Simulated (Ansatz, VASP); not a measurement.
# One calculation of Zr12H, two programs

```
Zr H
1.0
     6.46000    0.00000    0.00000
    -4.84500    8.39179    0.00000
     0.00000    0.00000    5.14539
Zr H
12 1
Direct
  0.00170 0.00162 0.00148
  0.16451 0.22002 0.49677
  0.00358 0.33043 0.99196
  0.17270 0.55763 0.49495
  0.00302 0.67128 0.99753
  0.16946 0.89179 0.49688
  0.49765 0.99710 0.00283
  0.66393 0.21753 0.50221
  0.49411 0.33138 0.00553
  0.66336 0.55869 0.50813
  0.50286 0.66916 0.00374
  0.66550 0.88753 0.49899
  0.83546 0.44519 0.75027
```

Alike in both runs: functional PBEsol; k mesh 3 × 2 × 3; occupations gaussian, width 0.05 eV; no spin polarisation.

Ansatz relaxed the structure, and its values are those at the end. VASP's run is a single point on that final structure, the one shown.

```csv
,VASP,Ansatz
version,VASP 6.6.1,Ansatz 0.2.0
potentials or method,"VASP PAW PBE potentials, release 64 (Zr_sv, H), cutoff 520 eV","scalar-relativistic, plane waves, PAW"
valence electrons in the cell,145,145
```

```tsv
	VASP	Ansatz	Ansatz less VASP
rms of the force components (eV/Å)	0.008	0.008	-0.0001
```

VASP's potentials were made for PBE, not for PBEsol.

The k mesh is coarse, so the values compare programs but aren't converged.
